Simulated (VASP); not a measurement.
A run of VASP 6.6.1 is set up as follows.

Contents of INCAR:

```
PREC = Accurate
ENCUT = 520
EDIFF = 1E-6
ISMEAR = 0
SIGMA = 0.01
LREAL = False
LASPH = True
NELM = 100
ALGO = Normal
ISIF = 2
LWAVE = False
LCHARG = False
GGA = PS
NBANDS = 26
```

KPOINTS

```
regular mesh
0
Gamma
  15 15 8
```

File POSCAR:

```
ZnO
1.0
    3.2308811898      0.0000000000      0.0000000000
   -1.6154405949      2.7980251869      0.0000000000
    0.0000000000      0.0000000000      5.2157897621
Zn O
2 2
Direct
    0.3333333333      0.6666666667     -0.0075443281
    0.6666666667      0.3333333333      0.4924556719
    0.3333333333      0.6666666667      0.3895443281
    0.6666666667      0.3333333333      0.8895443281
```

Potentials or basis: VASP PAW PBE potentials, release 64 (Zn, O).

Run with:

```sh
$ cat potpaw_PBE.64/Zn/POTCAR potpaw_PBE.64/O/POTCAR > POTCAR
$ mpirun -np 1 vasp_std > vasp.out
```

Q: Predict the band gap on the k mesh.

A: 0.70 eV.

Q: Predict the largest force.

A: 0.462 eV/Å.

Q: Estimate the pressure.

A: 1.3 GPa.

Stress tensor (GPa, compression positive):
```
 3.71  0.00  0.00
 0.00  3.71  0.00
 0.00  0.00 -3.53
```

Caveat: the cell differs from its parent crystal (atoms displaced along a vibrational mode); the PAW data sets were made with another functional, which shifts forces and pressure a little; an odd mesh through Γ misses points on the zone boundary, where band edges can lie.
